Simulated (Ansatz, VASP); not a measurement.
# Os in VASP and in Ansatz

```
CELL_PARAMETERS angstrom
2.87080 0.00000 0.00000
-1.43540 2.48619 0.00000
0.00000 0.00000 4.31970
ATOMIC_POSITIONS crystal
Os 0.33333 0.66667 0.25000
Os 0.66667 0.33333 0.75000
```

Change from the starting cell: strain +0.050 along x and y, +0.000 along z, atoms carried along.

Alike in both runs: task single point; functional PBEsol; k mesh 18 × 18 × 12; occupations gaussian, width 0.15 eV; no spin polarisation.

|  | VASP | Ansatz |
| --- | --- | --- |
| version | VASP 6.6.1 | Ansatz 0.2.0 |
| potentials or method | VASP PAW PBE potentials, release 64 (Os), cutoff 520 eV | scalar-relativistic, plane waves, PAW |
| valence electrons in the cell | 16 | 32 |

Ansatz gave:

- gap on the k mesh at the Fermi level (eV): none
- pressure (GPa): -33.5
- traceless stress, the component that is largest in VASP (GPa): 11.35

What did VASP give for the same quantities?

gap on the k mesh at the Fermi level (eV): none; pressure (GPa): -33.8; traceless stress, the component that is largest in VASP (GPa): 11.17.

VASP's potentials were made for PBE, not for PBEsol. A gap of «none» marks a metal or a gap that the smearing closes. Both programs put the cell under strong tension, so it lies far from rest at this level. VASP's potentials hold 16 valence electrons a cell and Ansatz's 32, so a difference there can come from the potentials and not from the codes.

Neither program's run includes spin-orbit coupling. Noted on VASP's run: the cell as given lies far from equilibrium.
